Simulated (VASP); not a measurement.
A run of VASP 6.6.1 is set up as follows.

POSCAR

```
Ag
1.0
    0.0000000000      2.8100000000      2.8100000000
    2.8100000000      0.0000000000      2.8100000000
    2.8100000000      2.8100000000      0.0000000000
Ag
2
Direct
    1.0000000000      1.0000000000      1.0000000000
    0.2500000000      0.2500000000      0.2500000000
```

INCAR.step1

```
SYSTEM = Ag
PREC = Accurate ; ENCUT = 550
ISMEAR = -1 ; SIGMA = 0.05
LREAL = .False. ; LASPH = .True.
NELM = 120 ; GGA = PE
ALGO = Normal ; EDIFF = 1E-5
LWAVE = .True. ; LCHARG = .False.
GGA_COMPAT = .False. ; IBRION = 2
ISIF = 3 ; EDIFFG = -0.005
NELMIN = 4 ; NSW = 100
```

File INCAR.step2:

```
SYSTEM = Ag
PREC = Accurate ; ENCUT = 550
EDIFF = 1E-7 ; ISMEAR = -1
SIGMA = 0.05 ; LREAL = .False.
LASPH = .True. ; NELM = 120
ALGO = Normal ; ISIF = 3
LWAVE = .False. ; LCHARG = .False.
METAGGA = R2SCAN ; LMIXTAU = .True.
IBRION = 2 ; NSW = 80
EDIFFG = -0.01 ; PSTRESS = 450.0
ISTART = 1 ; GGA_COMPAT = .False.
NELMIN = 4
```

The input KPOINTS:

```
regular mesh
0
Gamma
  8 8 8
  0 0 0
```

Potentials or basis: VASP PAW PBE potentials, release 64 (Ag).

Command:

```sh
$ cat potpaw_PBE.64/Ag/POTCAR > POTCAR
$ cp INCAR.step1 INCAR
$ mpirun -np 1 vasp_std > vasp.out
$ cp INCAR.step2 INCAR
$ mpirun -np 1 vasp_std > vasp.out
```

(1) Predict the relaxed cell.

(2) What does it give for the space group after relaxing (to 0.1 Å)?

(3) Predict the band gap on the k mesh.

Results:

(1) a = 3.783 Å, b = 3.783 Å, c = 3.783 Å, α = 60.00°, β = 60.00°, γ = 60.00°.

(2) Fd-3m (No. 227).

(3) zero (bands 11 and 12 overlap by 1.53 eV).

Caveat: the cell is relaxed towards a set pressure, so the run minimises the enthalpy, not the energy.
